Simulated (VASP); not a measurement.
CdSe, 2 atoms in the cell. Symmetry: Fm-3m, No. 225, cubic system. The conventional cell has a = 5.686 Å, b = 5.686 Å, c = 5.686 Å, α = 90.00°, β = 90.00°, γ = 90.00°. Cd (site symmetry m-3m) has 6 Se at 2.84 Å within 3.7 Å. Se (site symmetry m-3m) has 6 Cd at 2.84 Å within 3.7 Å. 

```yaml
Program: VASP 6.6.1
Task: single point
Functional: PBEsol
Potentials_or_basis: VASP PAW PBE potentials, release 64 (Cd, Se)
Cutoff: 500 eV
k_mesh: 6 × 6 × 6
Occupations: methfessel-paxton, width 0.5 eV
Spin: no spin polarisation
Dipole_correction: no
Further_INCAR_settings: ALGO = Normal; EDIFF = 1e-06; NBANDS = 16
```

Potentials or basis: VASP PAW PBE potentials, release 64 (Cd, Se).

Run with:

```sh
$ cat potpaw_PBE.64/Cd/POTCAR potpaw_PBE.64/Se/POTCAR > POTCAR
$ mpirun -np 1 vasp_std > vasp.out
```

Hardware: 1 thread of Intel Xeon 8259CL, on a shared host.

Q: How long does it take, and how much memory?

A: Wall time 24 s on 1 thread of Intel Xeon 8259CL, on a shared host, peak memory 0.17 GiB. Counts: scf iterations 12, k points 16.
